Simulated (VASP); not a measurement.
A run of VASP 6.6.1:

INCAR

```
SYSTEM = C
PREC = Accurate ; ENCUT = 520
EDIFF = 1E-8 ; ISMEAR = 0
SIGMA = 0.01 ; LREAL = .FALSE.
LASPH = .TRUE. ; NELM = 80
ALGO = Normal ; ISIF = 2
LWAVE = .FALSE. ; LCHARG = .FALSE.
GGA = CA ; IBRION = 8
NSW = 1 ; LEPSILON = .TRUE.
```

KPOINTS

```
Automatic mesh
0
G
  12 12 12
  0 0 0
```

Contents of POSCAR:

```
C
1.0
    0.0000000000      1.7801381715      1.7801381715
    1.7801381715      0.0000000000      1.7801381715
    1.7801381715      1.7801381715      0.0000000000
C
2
Direct
    0.5000000000      0.5000000000      0.5000000000
    0.7500000000      0.7500000000      0.7500000000
```

Potentials or basis: VASP PAW LDA potentials, release 64 (C).

The run is started by

```bash
$ cat potpaw_LDA.64/C/POTCAR > POTCAR
$ mpirun -np 1 vasp_std > vasp.out
```

Hardware: 1 thread of Intel(R) Xeon(R) 6975P-C (Granite Rapids) (shared host).

Question: How long does it take, and how much memory?

Answer: Run time: 38 s on 1 thread of Intel(R) Xeon(R) 6975P-C (Granite Rapids) (shared host), peak memory 0.17 GiB. Counts: scf iterations 93, k points 72.
